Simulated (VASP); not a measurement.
Al3Cu, 4 atoms in the cell. It takes space group P4/mmm (No. 123, tetragonal). The conventional cell has a = 2.774 Å, b = 2.774 Å, c = 7.592 Å, α = 90.00°, β = 90.00°, γ = 90.00°. Within 3.7 Å of Al (site symmetry 4/mmm) lie 12 Al at 2.77 to 2.88 Å. Within 3.4 Å of Al (site symmetry 4mm) lie 4 Cu at 2.59 Å and 9 Al at 2.77 to 3.38 Å. Within 3.4 Å of Cu (site symmetry 4/mmm) lie 8 Al at 2.59 Å and 4 Cu at 2.77 Å. 

| Item | Value |
| --- | --- |
| Program | VASP 6.6.1 |
| Task | single point |
| Functional | r2SCAN |
| Potentials or basis | VASP PAW PBE potentials, release 64 (Al, Cu) |
| Cutoff | 520 eV |
| k mesh | 18 × 18 × 8 |
| Occupations | gaussian, width 0.15 eV |
| Spin | no spin polarisation |
| Dipole correction | no |
| Further INCAR settings | ALGO = Normal; EDIFF = 1e-06; NBANDS = 18 |

Potentials or basis: VASP PAW PBE potentials, release 64 (Al, Cu).

Run with:

```console
$ cat potpaw_PBE.64/Al/POTCAR potpaw_PBE.64/Cu/POTCAR > POTCAR
$ cp INCAR.step1 INCAR
$ mpirun -np 1 vasp_std > vasp.out
$ cp INCAR.step2 INCAR
$ mpirun -np 1 vasp_std > vasp.out
```

Hardware: 1 thread of Oxide Virtual Turin-like Processor, on a shared host.

Problem. Estimate the wall time of this run.

Solution. Run time: 16 min on 1 thread of Oxide Virtual Turin-like Processor, on a shared host, peak memory 0.36 GiB. Counts: k points 275.
